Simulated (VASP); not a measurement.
# Eu (Im-3m) in VASP: notebook

The runs below take Eu through single point, with PBE.

All numbers are computed with VASP 6.6.1; they aren't measurements. Logs are shortened: lines on timing, memory, paths and dates and some standing lists are left out, and cuts for length are marked.

## Step 1: The cell of the first run

Symmetry: Im-3m, No. 229, cubic system. The conventional cell has a = 4.606 Å, b = 4.606 Å, c = 4.606 Å, α = 90.00°, β = 90.00°, γ = 90.00°. Within 5.2 Å of Eu (site symmetry m-3m) lie 14 Eu at 3.99 to 4.61 Å.

## Step 2: Single point, PBE, collinear spin, ferromagnetic start

INCAR

```
SYSTEM = Eu
  ALGO = Normal
  EDIFF = 1E-6
  ENCUT = 520
  GGA = PE
  ISIF = 2
  ISMEAR = -1
  ISPIN = 2
  LASPH = .TRUE.
  LCHARG = .TRUE.
  LELF = .TRUE.
  LMAXMIX = 6
  LORBIT = 11
  LREAL = .FALSE.
  LVHAR = .TRUE.
  LWAVE = .FALSE.
  MAGMOM = 9.26
  NBANDS = 18
  NELM = 150
  NUPDOWN = 9.26
  PREC = Accurate
  SIGMA = 0.05
```

KPOINTS

```
k-points
0
G
  10 10 10
  0 0 0
```

POSCAR

```
Eu
1.0
   -2.3030000000      2.3030000000      2.3030000000
    2.3030000000     -2.3030000000      2.3030000000
    2.3030000000      2.3030000000     -2.3030000000
Eu
1
Direct
    0.0000000000      0.0000000000      0.0000000000
```

Potentials or basis: VASP PAW PBE potentials, release 64 (Eu).

The run is started by

```bash
$ cat potpaw_PBE.64/Eu/POTCAR > POTCAR
$ mpirun -np 1 vasp_std > vasp.out
```

OUTCAR:

```text
SYSTEM = Eu
   EDIFF = 1E-6
   ENCUT = 520
   GGA = PE
   ISIF = 2
   ISMEAR = -1
   ISPIN = 2
   LASPH = .TRUE.
   LORBIT = 11
   LREAL = .FALSE.
   NELM = 150
   NUPDOWN = 9.26
   PREC = Accurate

 ion  position               nearest neighbor table
   1  0.000  0.000  0.000-

  LATTYP: Found a body centered cubic cell.
 ALAT       =     4.6060000000

  Lattice vectors:

 A1 = (  -2.3030000000,   2.3030000000,   2.3030000000)
 A2 = (   2.3030000000,  -2.3030000000,   2.3030000000)
 A3 = (   2.3030000000,   2.3030000000,  -2.3030000000)

Analysis of symmetry for initial positions (statically):
=====================================================================
 Subroutine PRICEL returns:
 Original cell was already a primitive cell.

 Routine SETGRP: Setting up the symmetry group for a
 body centered cubic supercell.

 Subroutine GETGRP returns: Found 48 space group operations
 (whereof 48 operations were pure point group operations)
 out of a pool of 48 trial point group operations.

The static configuration has the point symmetry O_h .

Analysis of symmetry for dynamics (positions and initial velocities):
=====================================================================
 Subroutine PRICEL returns:
 Original cell was already a primitive cell.

 Routine SETGRP: Setting up the symmetry group for a
 body centered cubic supercell.

 Subroutine GETGRP returns: Found 48 space group operations
 (whereof 48 operations were pure point group operations)
 out of a pool of 48 trial point group operations.

The dynamic configuration has the point symmetry O_h .

Analysis of structural, dynamic, and magnetic symmetry:
=====================================================================
 Subroutine PRICEL returns:
 Original cell was already a primitive cell.

 Routine SETGRP: Setting up the symmetry group for a
 body centered cubic supercell.

 Subroutine GETGRP returns: Found 48 space group operations
 (whereof 48 operations were pure point group operations)
 out of a pool of 48 trial point group operations.

The overall configuration has the point symmetry O_h .

 Subroutine INISYM returns: Found 48 space group operations
 (whereof 48 operations are pure point group operations),
 and found     1 'primitive' translations

----------------------------------------------------------------------------------------

                                     Primitive cell

  volume of cell :      48.8587

  direct lattice vectors                    reciprocal lattice vectors
[... 101 lines left out ...]
   EFERMI_NEDOS =   21; number of points for ismear=-14 and -15
   IALGO  =     38    algorithm
   IMIX   =      4    mixing-type and parameters
     AMIX     =   0.40;   BMIX     =  1.00
     AMIX_MAG =   1.60;   BMIX_MAG =  1.00
  volume/ion in A,a.u.               =      48.86       329.71
  Fermi-wavevector in a.u.,A,eV,Ry     =   1.151447  2.175919 18.039008  1.325830
  Thomas-Fermi vector in A             =   2.288104
   LORBIT       =     11    0 simple, 1 ext, 2 COOP (PROOUT), +10 PAW based schemes
   GGA     = PE    functional components
   LHFCALC =     F    Hartree Fock is set to
   AEXX    =    0.0000 exact exchange contribution
   IVDW    =     0    specifies the selected vdW correction
   LEPSILON=     F    determine dielectric tensor
   LRPA    =     F    only Hartree local field effects (RPA)
 spin polarized calculation
  energy-cutoff  :      520.00
  volume of cell :       48.86
 maximum number of plane-waves:      1332
 NGX is ok and might be reduce to    30
   NGX = 15   NGY = 15   NGZ = 15

 number of electron      17.0000008 magnetization       9.2600011

 Free energy of the ion-electron system (eV)
  ---------------------------------------------------
  ext. energy  EPLUGINS =         0.00000000
  ---------------------------------------------------
  free energy    TOTEN  =        -8.43154038 eV

  energy without entropy =       -8.40044789  energy(sigma->0) =       -8.41599413

 E-fermi : -16.1156     XC(G=0):  -8.3750

 val. band max:        1.8295793528   @ k =   0.2000   0.1000   0.1000
 cond. band min:      -1.6442146744   @ k =   0.0000   0.0000   0.0000
 fundamental gap:     -3.4737940272
 Fermi energy:         1.8553026129

 spin component 1

 k-point     1 :       0.0000    0.0000    0.0000
  band No.  band energies     occupation
      1     -40.2665      1.00000
      2     -18.9613      1.00000
      3     -18.9613      1.00000
      4     -18.9613      1.00000
      5      -3.1087      1.00000
      6       1.0665      1.00000
[... 493 lines left out ...]
     17       4.9617      0.00000
     18       8.5177      0.00000

 [... further k-points ...]

 spin component 2

 k-point     1 :       0.0000    0.0000    0.0000
  band No.  band energies     occupation
      1     -36.7627      1.00000
      2     -16.1852      0.80104
      3     -16.1852      0.80104
      4     -16.1852      0.80104
      5      -1.6442      0.00000
      6       4.4861      0.00000
[... 493 lines left out ...]
     17       6.7672      0.00000
     18      10.2852      0.00000

 [... further k-points ...]

------------------------ aborting loop because EDIFF is reached ----------------------------------------

  FORCE on cell =-STRESS in cart. coord.  units (eV):
  Direction    XX          YY          ZZ          XY          YZ          ZX
  --------------------------------------------------------------------------------------
  -------------------------------------------------------------------------------------
  Total       -0.8379126     -0.8379126     -0.8379126     -0.0000000     -0.0000000      0.0000000
  in kB      -27.4768868    -27.4768868    -27.4768868     -0.0000000     -0.0000000      0.0000000
  external PRESSURE =     -27.4768868 kB  Pullay stress =       0.0000000 kB

 VOLUME and BASIS-vectors are now :
 -----------------------------------------------------------------------------
  energy-cutoff  :      520.00
  volume of cell :       48.86
      direct lattice vectors                 reciprocal lattice vectors
    -2.303000000  2.303000000  2.303000000     0.000000000  0.217108120  0.217108120
     2.303000000 -2.303000000  2.303000000     0.217108120  0.000000000  0.217108120
     2.303000000  2.303000000 -2.303000000     0.217108120  0.217108120  0.000000000

 POSITION                                       TOTAL-FORCE (eV/Angst)
 -----------------------------------------------------------------------------------
      0.00000      0.00000      0.00000        -0.000000      0.000000     -0.000000
 -----------------------------------------------------------------------------------
    total drift:                               -0.000000     -0.000000      0.000000

  FREE ENERGIE OF THE ION-ELECTRON SYSTEM (eV)
  ---------------------------------------------------
  free  energy   TOTEN  =        -8.4315403782 eV

  energy  without entropy=       -8.4004478856  energy(sigma->0) =       -8.41599413

 total charge

# of ion       s       p       d       f       tot
--------------------------------------------------
    1        2.036   5.602   0.391   6.728  14.758

 magnetization (x)

# of ion       s       p       d       f       tot
--------------------------------------------------
    1        0.035   0.086   0.391   6.728   7.241
```

OSZICAR:

```text
N       E                     dE             d eps       ncg     rms          rms(c)
DAV:   1     0.120224791146E+03    0.12022E+03   -0.66116E+03  4018   0.402E+03
DAV:   2     0.127851255491E+02   -0.10744E+03   -0.10004E+03  4314   0.333E+02
DAV:   3    -0.442099961149E+01   -0.17206E+02   -0.16923E+02  5084   0.104E+02
[... 10 lines left out ...]
DAV:  14    -0.843149062844E+01    0.22374E-03   -0.26799E-04  4832   0.422E-01    0.642E-01
DAV:  15    -0.843151924043E+01   -0.28612E-04   -0.22359E-04  5332   0.364E-01    0.230E-01
DAV:  16    -0.843151248901E+01    0.67514E-05   -0.18339E-05  5042   0.653E-02    0.193E-01
DAV:  17    -0.843152758035E+01   -0.15091E-04   -0.13264E-05  5302   0.738E-02    0.142E-01
DAV:  18    -0.843154012901E+01   -0.12549E-04   -0.27083E-05  5250   0.105E-01    0.443E-02
DAV:  19    -0.843154037817E+01   -0.24917E-06   -0.15079E-06  4218   0.793E-03
   1 F= -.84315404E+01 E0= -.84159941E+01  d E =-.310925E-01  mag=     9.2600
```

stdout:

```text
POSCAR found type information on POSCAR Eu
 POSCAR found :  1 types and       1 ions
 scaLAPACK will be used
 LDA part: xc-table for (Slater+PW92), standard interpolation
 POSCAR, INCAR and KPOINTS ok, starting setup
 FFT: planning ... GRIDC
 FFT: planning ... GRID_SOFT
 FFT: planning ... GRID
 WAVECAR not read
 entering main loop
```

It took 2.8 min on 1 thread of Intel Xeon Platinum 8488C (Sapphire Rapids), shared host; peak memory 0.24 GiB.

Results:

| Item | Value |
| --- | --- |
| Free energy | -8.4315 eV |
| Pressure | -2.7 GPa |
| Net moment | 9.26 μB per cell |
| Site moments | Eu +7.24 μB |
| Valence electrons inside the program's atomic spheres | Eu 14.76 |

Caveat: spin-orbit coupling is left out, which moves the levels of the heavy elements; the total moment is fixed, so each spin has its own Fermi level and the state may be an excited one; semilocal functionals describe open f shells poorly, which spoils levels, moments and volumes.

## Step 3: Single point, PBE, collinear spin, ferromagnetic start

INCAR

```
SYSTEM = Eu
  PREC = Accurate
  ENCUT = 520
  EDIFF = 1E-6
  ISMEAR = -1
  SIGMA = 0.05
  LREAL = .FALSE.
  LASPH = .TRUE.
  NELM = 150
  ALGO = Normal
  ISIF = 2
  LWAVE = .FALSE.
  LCHARG = .TRUE.
  ISPIN = 2
  MAGMOM = 11.11
  LORBIT = 11
  NUPDOWN = 11.11
  LMAXMIX = 6
  GGA = PE
  LELF = .TRUE.
  LVHAR = .TRUE.
  NBANDS = 18
```

KPOINTS

```
Automatic mesh
0
G
  10 10 10
  0 0 0
```

POSCAR is that of step 2.

Potentials or basis: VASP PAW PBE potentials, release 64 (Eu).

The run is started by

```bash
$ cat potpaw_PBE.64/Eu/POTCAR > POTCAR
$ mpirun -np 1 vasp_std > vasp.out
```

OUTCAR:

```text
SYSTEM = Eu
   PREC = Accurate
   ENCUT = 520
   EDIFF = 1E-6
   ISMEAR = -1
   LREAL = .FALSE.
   LASPH = .TRUE.
   NELM = 150
   ISIF = 2
   ISPIN = 2
   LORBIT = 11
   NUPDOWN = 11.11
   GGA = PE

 ion  position               nearest neighbor table
   1  0.000  0.000  0.000-

  LATTYP: Found a body centered cubic cell.
 ALAT       =     4.6060000000

  Lattice vectors:

 A1 = (  -2.3030000000,   2.3030000000,   2.3030000000)
 A2 = (   2.3030000000,  -2.3030000000,   2.3030000000)
 A3 = (   2.3030000000,   2.3030000000,  -2.3030000000)

Analysis of symmetry for initial positions (statically):
=====================================================================
 Subroutine PRICEL returns:
 Original cell was already a primitive cell.

 Routine SETGRP: Setting up the symmetry group for a
 body centered cubic supercell.

 Subroutine GETGRP returns: Found 48 space group operations
 (whereof 48 operations were pure point group operations)
 out of a pool of 48 trial point group operations.

The static configuration has the point symmetry O_h .

Analysis of symmetry for dynamics (positions and initial velocities):
=====================================================================
 Subroutine PRICEL returns:
 Original cell was already a primitive cell.

 Routine SETGRP: Setting up the symmetry group for a
 body centered cubic supercell.

 Subroutine GETGRP returns: Found 48 space group operations
 (whereof 48 operations were pure point group operations)
 out of a pool of 48 trial point group operations.

The dynamic configuration has the point symmetry O_h .

Analysis of structural, dynamic, and magnetic symmetry:
=====================================================================
 Subroutine PRICEL returns:
 Original cell was already a primitive cell.

 Routine SETGRP: Setting up the symmetry group for a
 body centered cubic supercell.

 Subroutine GETGRP returns: Found 48 space group operations
 (whereof 48 operations were pure point group operations)
 out of a pool of 48 trial point group operations.

[... 133 lines left out ...]
 NGX is ok and might be reduce to    30
   NGX = 15   NGY = 15   NGZ = 15

 number of electron      17.0000008 magnetization      11.1100011

 Free energy of the ion-electron system (eV)
  ---------------------------------------------------
  ext. energy  EPLUGINS =         0.00000000
  ---------------------------------------------------
  free energy    TOTEN  =         8.65524040 eV

  energy without entropy =        8.72767671  energy(sigma->0) =        8.69145856

 E-fermi : -16.7628     XC(G=0):  -8.4464

 val. band max:        2.4415402238   @ k =   0.5000   0.5000   0.3000
 cond. band min:     -16.7627025613   @ k =  -0.3000   0.3000   0.1000
 fundamental gap:    -19.2042427851
 Fermi energy:         2.5072488041

 spin component 1

 k-point     1 :       0.0000    0.0000    0.0000
  band No.  band energies     occupation
      1     -42.2022      1.00000
      2     -20.7308      1.00000
      3     -20.7308      1.00000
      4     -20.7308      1.00000
      5      -3.2566      1.00000
      6      -0.6117      1.00000
[... 493 lines left out ...]
     17       3.9630      0.00000
     18       8.0917      0.00000

 [... further k-points ...]

 spin component 2

 k-point     1 :       0.0000    0.0000    0.0000
  band No.  band energies     occupation
      1     -37.5387      1.00000
      2     -16.6825      0.16703
      3     -16.6825      0.16703
      4     -16.6825      0.16703
      5      -1.4349      0.00000
      6       4.5821      0.00000
[... 493 lines left out ...]
     17       6.5383      0.00000
     18      10.2836      0.00000

 [... further k-points ...]

------------------------ aborting loop because EDIFF is reached ----------------------------------------

  FORCE on cell =-STRESS in cart. coord.  units (eV):
  Direction    XX          YY          ZZ          XY          YZ          ZX
  --------------------------------------------------------------------------------------
  -------------------------------------------------------------------------------------
  Total       -2.0968848     -2.0968848     -2.0968848     -0.0000000     -0.0000000     -0.0000000
  in kB      -68.7611836    -68.7611836    -68.7611836     -0.0000000     -0.0000000     -0.0000000
  external PRESSURE =     -68.7611836 kB  Pullay stress =       0.0000000 kB

 VOLUME and BASIS-vectors are now :
 -----------------------------------------------------------------------------
  energy-cutoff  :      520.00
  volume of cell :       48.86
      direct lattice vectors                 reciprocal lattice vectors
    -2.303000000  2.303000000  2.303000000     0.000000000  0.217108120  0.217108120
     2.303000000 -2.303000000  2.303000000     0.217108120  0.000000000  0.217108120
     2.303000000  2.303000000 -2.303000000     0.217108120  0.217108120  0.000000000

 POSITION                                       TOTAL-FORCE (eV/Angst)
 -----------------------------------------------------------------------------------
      0.00000      0.00000      0.00000         0.000000     -0.000000     -0.000000
 -----------------------------------------------------------------------------------
    total drift:                               -0.000000     -0.000000      0.000000

  FREE ENERGIE OF THE ION-ELECTRON SYSTEM (eV)
  ---------------------------------------------------
  free  energy   TOTEN  =         8.6552404050 eV

  energy  without entropy=        8.7276767095  energy(sigma->0) =        8.69145856

 total charge

# of ion       s       p       d       f       tot
--------------------------------------------------
    1        2.043   4.718   0.850   6.847  14.458

 magnetization (x)

# of ion       s       p       d       f       tot
--------------------------------------------------
    1        0.050   1.021   0.850   6.847   8.769
```

Run time: 2.3 min. Hardware: 1 thread of Intel Xeon Platinum 8488C (Sapphire Rapids), shared host; peak memory 0.24 GiB.

Results:

```yaml
Free_energy: 8.6552 eV
Pressure: -6.9 GPa
Net_moment: 11.11 μB per cell
Site_moments: Eu +8.77 μB
Valence_electrons_inside_the_program's_atomic_spheres: Eu 14.46
```

Caveat: the cell stands under tension; spin-orbit coupling is left out, which moves the levels of the heavy elements; the total moment is fixed, so each spin has its own Fermi level and the state may be an excited one; semilocal functionals describe open f shells poorly, which spoils levels, moments and volumes. The state reached can hang on the start; a lower one may exist.
